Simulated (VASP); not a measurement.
# BaRhS3 (Pm-3m) in VASP: single point with PBE

Aim: the single point of BaRhS3 with PBE.

Program: VASP 6.6.1. These are calculated values, not measurements. Logs are shortened: lines on timing, memory, paths and dates and some standing lists are left out, and cuts for length are marked.

## Step 1: The cell of the first run

The structure is cubic, space group Pm-3m (No. 221). Conventional cell: a = 4.822 Å, b = 4.822 Å, c = 4.822 Å, α = 90.00°, β = 90.00°, γ = 90.00°. Ba (site symmetry m-3m) has 12 S at 3.41 Å and 8 Rh at 4.18 Å within 4.5 Å. Rh (site symmetry m-3m) has 6 S at 2.41 Å within 3.2 Å. S (site symmetry 4/mmm) has 2 Rh at 2.41 Å within 3.2 Å.

## Step 2: Single point, PBE, collinear spin, ferromagnetic start

File INCAR:

```
SYSTEM = BaRhS3
  ALGO = Normal
  EDIFF = 1E-7
  ENCUT = 520
  GGA = PE
  ISIF = 2
  ISMEAR = 0
  ISPIN = 2
  LASPH = .TRUE.
  LCHARG = .TRUE.
  LELF = .TRUE.
  LMAXMIX = 4
  LORBIT = 11
  LREAL = .FALSE.
  LVHAR = .TRUE.
  LWAVE = .FALSE.
  MAGMOM = 0 1 0 0 0
  NBANDS = 34
  NELM = 150
  PREC = Accurate
  SIGMA = 0.1
```

File KPOINTS:

```
k-points
0
G
  4 4 4
  0 0 0
```

File POSCAR:

```
BaRhS3
1.0
    4.8217324800      0.0000000000      0.0000000000
    0.0000000000      4.8217324800      0.0000000000
    0.0000000000      0.0000000000      4.8217324800
Ba Rh S
1 1 3
Direct
    0.5000000000      0.5000000000      0.5000000000
    0.0000000000      0.0000000000      0.0000000000
    0.5000000000      0.0000000000      0.0000000000
    0.0000000000      0.5000000000      0.0000000000
    0.0000000000      0.0000000000      0.5000000000
```

Potentials or basis: VASP PAW PBE potentials, release 64 (Ba_sv, Rh_pv, S).

Launch:

```
> cat potpaw_PBE.64/Ba_sv/POTCAR potpaw_PBE.64/Rh_pv/POTCAR potpaw_PBE.64/S/POTCAR > POTCAR
> mpirun -np 1 vasp_std > vasp.out
```

OUTCAR:

```text
SYSTEM = BaRhS3
   EDIFF = 1E-7
   ENCUT = 520
   GGA = PE
   ISIF = 2
   ISMEAR = 0
   ISPIN = 2
   LASPH = .TRUE.
   LORBIT = 11
   LREAL = .FALSE.
   NELM = 150
   PREC = Accurate

 ion  position               nearest neighbor table
   1  0.500  0.500  0.500-   3 3.41   4 3.41   5 3.41   3 3.41   4 3.41   3 3.41   5 3.41   3 3.41
                             4 3.41   5 3.41   4 3.41   5 3.41
   2  0.000  0.000  0.000-   3 2.41   4 2.41   5 2.41   5 2.41   4 2.41   3 2.41
   3  0.500  0.000  0.000-   2 2.41   2 2.41   1 3.41   1 3.41   1 3.41   1 3.41
   4  0.000  0.500  0.000-   2 2.41   2 2.41   1 3.41   1 3.41   1 3.41   1 3.41
   5  0.000  0.000  0.500-   2 2.41   2 2.41   1 3.41   1 3.41   1 3.41   1 3.41

  LATTYP: Found a simple cubic cell.
 ALAT       =     4.8217324800

  Lattice vectors:

 A1 = (   4.8217324800,   0.0000000000,   0.0000000000)
 A2 = (   0.0000000000,   4.8217324800,   0.0000000000)
 A3 = (   0.0000000000,   0.0000000000,   4.8217324800)

Analysis of symmetry for initial positions (statically):
=====================================================================
 Subroutine PRICEL returns:
 Original cell was already a primitive cell.

 Routine SETGRP: Setting up the symmetry group for a
 simple cubic supercell.

 Subroutine GETGRP returns: Found 48 space group operations
[... 9 lines left out ...]

 Routine SETGRP: Setting up the symmetry group for a
 simple cubic supercell.

 Subroutine GETGRP returns: Found 48 space group operations
 (whereof 48 operations were pure point group operations)
 out of a pool of 48 trial point group operations.

The dynamic configuration has the point symmetry O_h .

Analysis of structural, dynamic, and magnetic symmetry:
=====================================================================
 Subroutine PRICEL returns:
 Original cell was already a primitive cell.

 Routine SETGRP: Setting up the symmetry group for a
 simple cubic supercell.

 Subroutine GETGRP returns: Found 48 space group operations
 (whereof 48 operations were pure point group operations)
 out of a pool of 48 trial point group operations.

The overall configuration has the point symmetry O_h .

 Subroutine INISYM returns: Found 48 space group operations
[... 5 lines left out ...]
                                     Primitive cell

  volume of cell :     112.1010

  direct lattice vectors                    reciprocal lattice vectors
     4.821732480  0.000000000  0.000000000     0.207394335  0.000000000  0.000000000
     0.000000000  4.821732480  0.000000000     0.000000000  0.207394335  0.000000000
     0.000000000  0.000000000  4.821732480     0.000000000  0.000000000  0.207394335

  length of vectors
     4.821732480  4.821732480  4.821732480     0.207394335  0.207394335  0.207394335

  position of ions in fractional coordinates (direct lattice)
     0.500000000  0.500000000  0.500000000
     0.000000000  0.000000000  0.000000000
     0.500000000  0.000000000  0.000000000
     0.000000000  0.500000000  0.000000000
     0.000000000  0.000000000  0.500000000

  ion indices of the primitive-cell ions
   primitive index   ion index
                 1           1
                 2           2
                 3           3
                 4           4
                 5           5

----------------------------------------------------------------------------------------

 KPOINTS: k-points

Automatic generation of k-mesh.
 Grid dimensions read from file:
 generate k-points for:    4    4    4

 Generating k-lattice:

  Cartesian coordinates                     Fractional coordinates (reciprocal lattice)
     0.051848584  0.000000000  0.000000000     0.250000000  0.000000000  0.000000000
     0.000000000  0.051848584  0.000000000     0.000000000  0.250000000  0.000000000
     0.000000000  0.000000000  0.051848584     0.000000000  0.000000000  0.250000000

  Length of vectors
     0.051848584  0.051848584  0.051848584

  Shift w.r.t. Gamma in fractional coordinates (k-lattice)
     0.000000000  0.000000000  0.000000000

 Subroutine IBZKPT returns following result:
 ===========================================

 Found     10 irreducible k-points:

 Following reciprocal coordinates:
            Coordinates               Weight
  0.000000  0.000000  0.000000      1.000000
  0.250000  0.000000  0.000000      6.000000
  0.500000  0.000000  0.000000      3.000000
  0.250000  0.250000  0.000000     12.000000
  0.500000  0.250000  0.000000     12.000000
  0.500000  0.500000  0.000000      3.000000
  0.250000  0.250000  0.250000      8.000000
  0.500000  0.250000  0.250000     12.000000
  0.500000  0.500000  0.250000      6.000000
  0.500000  0.500000  0.500000      1.000000
   k-points           NKPTS =     10   k-points in BZ     NKDIM =     10   number of bands    NBANDS=     34
   number of dos      NEDOS =    301   number of ions     NIONS =      5
   total plane-waves  NPLWV =  46656
   dimension x,y,z NGX =    36 NGY =   36 NGZ =   36
   dimension x,y,z NGXF=    72 NGYF=   72 NGZF=   72
   ions per type =               1   1   3
   NGX,Y,Z   is equivalent  to a cutoff of  12.41, 12.41, 12.41 a.u.
   NGXF,Y,Z  is equivalent  to a cutoff of  24.82, 24.82, 24.82 a.u.
 SYSTEM =  BaRhS3
   PREC   = accura    normal or accurate (medium, high low for compatibility)
   ISTART =      0    job   : 0-new  1-cont  2-samecut
   ICHARG =      2    charge: 1-file 2-atom 10-const
   ISPIN  =      2    spin polarized calculation?
   LNONCOLLINEAR =      F non collinear calculations
   LSORBIT =      F    spin-orbit coupling
   LASPH  =      T    aspherical Exc in radial PAW
   ENCUT  =  520.0 eV  38.22 Ry    6.18 a.u.   8.97  8.97  8.97*2*pi/ulx,y,z
   NELM   =    150;   NELMIN=  2; NELMDL= -5     # of ELM steps
   EDIFF  = 0.1E-06   stopping-criterion for ELM
   LREAL  =      F    real-space projection
   EDIFFG = 0.1E-05   stopping-criterion for IOM
   NSW    =      0    number of steps for IOM
   IBRION =     -1    ionic relax: 0-MD 1-quasi-New 2-CG
   NFREE  =      0    steps in history (QN), initial steepest desc. (CG)
   ISIF   =      2    stress and relaxation
   ISYM   =      2    0-nonsym 1-usesym 2-fastsym
   POTIM  = 0.5000    time-step for ionic-motion
   TEBEG  =    0.0;   TEEND  =   0.0 temperature during run
   PSTRESS=    0.0 pullay stress
   NELECT =      43.0000    total number of electrons
   NUPDOWN=      -1.0000    fix difference up-down
   EMIN   =  10.00;   EMAX   =-10.00  energy-range for DOS
   EFERMI =   0.00;   METHOD = LEGACY
   ISMEAR =     0;   SIGMA  =   0.10  broadening in eV -4-tet -1-fermi 0-gaus
   EFERMI_NEDOS =   21; number of points for ismear=-14 and -15
   IALGO  =     38    algorithm
   IMIX   =      4    mixing-type and parameters
     AMIX     =   0.40;   BMIX     =  1.00
     AMIX_MAG =   1.60;   BMIX_MAG =  1.00
  volume/ion in A,a.u.               =      22.42       151.30
  Fermi-wavevector in a.u.,A,eV,Ry     =   1.189491  2.247812 19.250735  1.414889
  Thomas-Fermi vector in A             =   2.325597
   LORBIT       =     11    0 simple, 1 ext, 2 COOP (PROOUT), +10 PAW based schemes
   GGA     = PE    functional components
   LHFCALC =     F    Hartree Fock is set to
   AEXX    =    0.0000 exact exchange contribution
   IVDW    =     0    specifies the selected vdW correction
   LEPSILON=     F    determine dielectric tensor
   LRPA    =     F    only Hartree local field effects (RPA)
 spin polarized calculation
 Gauss-broadening in eV      SIGMA  =   0.10
  energy-cutoff  :      520.00
  volume of cell :      112.10
 maximum number of plane-waves:      3050
 NGX is ok and might be reduce to    36
   NGX = 17   NGY = 17   NGZ = 17

 number of electron      42.9999996 magnetization       1.8234793

 Free energy of the ion-electron system (eV)
  ---------------------------------------------------
  ext. energy  EPLUGINS =         0.00000000
  ---------------------------------------------------
  free energy    TOTEN  =       -25.31915068 eV

  energy without entropy =      -25.29167551  energy(sigma->0) =      -25.30541309

 E-fermi :   4.3262     XC(G=0): -10.0189

 val. band max:        4.2955926293   @ k =   0.5000   0.5000   0.0000
 cond. band min:       4.3421911702   @ k =   0.0000   0.0000   0.0000
 fundamental gap:      0.0465985409
 Fermi energy:         4.3262001482

 spin component 1

 k-point     1 :       0.0000    0.0000    0.0000
  band No.  band energies     occupation
      1     -42.3988      1.00000
      2     -42.3988      1.00000
      3     -42.3988      1.00000
      4     -22.3827      1.00000
      5      -8.8208      1.00000
      6      -7.5841      1.00000
[... 25 lines left out ...]
     32      14.9176      0.00000
     33      14.9176      0.00000

 k-point     2 :       0.2500    0.0000    0.0000
  band No.  band energies     occupation
      1     -42.3992      1.00000
      2     -42.3988      1.00000
      3     -42.3988      1.00000
      4     -22.3790      1.00000
      5      -8.8904      1.00000
      6      -7.7283      1.00000
[... 25 lines left out ...]
     32      14.0096      0.00000
     33      14.4168      0.00000
[... 250 lines left out ...]
     32      12.1845      0.00000
     33      12.9591      0.00000

 k-point    10 :       0.5000    0.5000    0.5000
  band No.  band energies     occupation
      1     -42.3996      1.00000
      2     -42.3996      1.00000
      3     -42.3996      1.00000
      4     -22.3625      1.00000
      5      -7.7239      1.00000
      6      -7.7239      1.00000
[... 25 lines left out ...]
     32      12.2991      0.00000
     33      12.2991      0.00000
 Fermi energy:         4.3262001482

 spin component 2

 k-point     1 :       0.0000    0.0000    0.0000
  band No.  band energies     occupation
      1     -41.7486      1.00000
      2     -41.7486      1.00000
      3     -41.7486      1.00000
      4     -22.3705      1.00000
      5      -8.5639      1.00000
      6      -7.5653      1.00000
[... 25 lines left out ...]
     32      15.1124      0.00000
     33      15.1124      0.00000

 k-point     2 :       0.2500    0.0000    0.0000
  band No.  band energies     occupation
      1     -41.7490      1.00000
      2     -41.7486      1.00000
      3     -41.7486      1.00000
      4     -22.3668      1.00000
      5      -8.6781      1.00000
      6      -7.5500      1.00000
[... 25 lines left out ...]
     32      14.1953      0.00000
     33      14.5543      0.00000
[... 250 lines left out ...]
     32      12.3402      0.00000
     33      13.1127      0.00000

 k-point    10 :       0.5000    0.5000    0.5000
  band No.  band energies     occupation
      1     -41.7494      1.00000
      2     -41.7494      1.00000
      3     -41.7494      1.00000
      4     -22.3507      1.00000
      5      -7.7008      1.00000
      6      -7.7008      1.00000
[... 25 lines left out ...]
     32      12.4555      0.00000
     33      12.4555      0.00000
 [bands above 33 left out]

------------------------ aborting loop because EDIFF is reached ----------------------------------------

  FORCE on cell =-STRESS in cart. coord.  units (eV):
  Direction    XX          YY          ZZ          XY          YZ          ZX
  --------------------------------------------------------------------------------------
  -------------------------------------------------------------------------------------
  Total       -0.3400860     -0.3400860     -0.3400860      0.0000000     -0.0000000     -0.0000000
  in kB       -4.8606017     -4.8606017     -4.8606017      0.0000000     -0.0000000     -0.0000000
  external PRESSURE =      -4.8606017 kB  Pullay stress =       0.0000000 kB

 VOLUME and BASIS-vectors are now :
 -----------------------------------------------------------------------------
  energy-cutoff  :      520.00
  volume of cell :      112.10
      direct lattice vectors                 reciprocal lattice vectors
     4.821732480  0.000000000  0.000000000     0.207394335  0.000000000  0.000000000
     0.000000000  4.821732480  0.000000000     0.000000000  0.207394335  0.000000000
     0.000000000  0.000000000  4.821732480     0.000000000  0.000000000  0.207394335

 POSITION                                       TOTAL-FORCE (eV/Angst)
 -----------------------------------------------------------------------------------
      2.41087      2.41087      2.41087         0.000000      0.000000      0.000000
      0.00000      0.00000      0.00000         0.000000      0.000000      0.000000
      2.41087      0.00000      0.00000         0.000000      0.000000      0.000000
      0.00000      2.41087      0.00000         0.000000      0.000000      0.000000
      0.00000      0.00000      2.41087         0.000000      0.000000      0.000000
 -----------------------------------------------------------------------------------
    total drift:                                0.000000      0.000000     -0.000000

  FREE ENERGIE OF THE ION-ELECTRON SYSTEM (eV)
  ---------------------------------------------------
  free  energy   TOTEN  =       -25.3191506767 eV

  energy  without entropy=      -25.2916755114  energy(sigma->0) =      -25.30541309

 total charge

# of ion       s       p       d       tot
------------------------------------------
    1        1.997   5.606   0.239   7.841
    2        0.324   6.254   7.092  13.670
    3        1.354   2.311   0.000   3.665
    4        1.354   2.311   0.000   3.665
    5        1.354   2.311   0.000   3.665
--------------------------------------------------
tot          6.384  18.794   7.331  32.508

 magnetization (x)

# of ion       s       p       d       tot
------------------------------------------
    1        0.001   0.007   0.013   0.021
    2        0.010   0.005   0.810   0.824
    3        0.008   0.193   0.000   0.201
    4        0.008   0.193   0.000   0.201
    5        0.008   0.193   0.000   0.201
--------------------------------------------------
tot          0.034   0.591   0.823   1.449
```

It took 63 s on 1 thread of Intel Xeon Platinum 8375C at 2.90GHz (Ice Lake), shared host; peak memory 0.27 GiB.

What came out:

```yaml
Free_energy: -25.3192 eV
Pressure: -0.5 GPa
Net_moment: 1.82 μB per cell
Site_moments: Ba +0.02; Rh +0.82; S +0.20 μB
Valence_electrons_inside_the_program's_atomic_spheres: Ba 7.84; Rh 13.67; S 3.67
```

Caveat: spin-orbit coupling is left out, which moves the levels of the heavy elements.
